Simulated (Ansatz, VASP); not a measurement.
# Si3Ge in VASP and in Ansatz

```
CELL_PARAMETERS angstrom
3.75396 0.00000 0.00000
0.00000 3.75396 0.00000
0.00000 0.00000 5.29449
ATOMIC_POSITIONS crystal
Si 0.50000 0.00000 0.75476
Si 0.50000 0.50000 0.00000
Si 0.00000 0.50000 0.24524
Ge 0.00000 0.00000 0.50000
```

Change from the starting cell: hydrostatic strain -3.5%.

Alike in both runs: task single point; functional r2SCAN; k mesh 6 × 6 × 6; occupations fermi-dirac, width 0.02 eV; no spin polarisation.

```csv
,VASP,Ansatz
version,VASP 6.6.1,Ansatz 0.2.0
potentials or method,"VASP PAW PBE potentials, release 64 (Si, Ge_d)","plane waves, PAW"
plane-wave cutoff (eV),520,500
valence electrons in the cell,26,26
```

Ansatz gave:

* pressure (GPa): 12.0
* traceless stress, the component that is largest in VASP (GPa): -0.07
* rms of the force components (eV/Å): 0.000

Question: Which values does VASP return?

Answer: Pressure (GPa): 11.8; traceless stress, the component that is largest in VASP (GPa): -0.05; rms of the force components (eV/Å): 0.009.

VASP's potentials were made for PBE, not for r2SCAN. Atom by atom the forces differ by 0.010 eV/Å (rms over components).
